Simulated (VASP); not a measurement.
Here is a VASP 6.6.1 calculation.

File INCAR:

```
SYSTEM = Ta
PREC     = Accurate       ! precision mode
ENCUT    = 500            ! plane-wave cutoff, eV
EDIFF    = 1E-6           ! SCF threshold, eV
ISMEAR   = -1             ! smearing method
SIGMA    = 0.1            ! smearing width, eV
LREAL    = .FALSE.        ! projectors in reciprocal space
LASPH    = .TRUE.         ! aspherical terms in the spheres
NELM     = 120            ! most SCF steps
ALGO     = Normal         ! electronic algorithm
ISIF     = 2              ! what is computed and relaxed
LWAVE    = .FALSE.        ! write WAVECAR
LCHARG   = .TRUE.         ! write CHGCAR
GGA      = PE             ! functional
LELF     = .TRUE.         ! ELF
LVHAR    = .TRUE.       
NBANDS   = 12             ! bands
GGA_COMPAT= .FALSE.
```

Contents of KPOINTS:

```
regular mesh
0
G
  12 12 12
  0 0 0
```

Contents of POSCAR:

```
Ta
1.0
   -1.6676303703      1.6676303703      1.6676303703
    1.6676303703     -1.6676303703      1.6676303703
    1.6676303703      1.6676303703     -1.6676303703
Ta
1
Direct
    0.0000000000      0.0000000000      0.0000000000
```

Potentials or basis: VASP PAW PBE potentials, release 64 (Ta_pv).

Launch:

```sh
$ cat potpaw_PBE.64/Ta_pv/POTCAR > POTCAR
$ mpirun -np 1 vasp_std > vasp.out
```

Problem. Estimate the pressure.

Solution. -2.6 GPa.
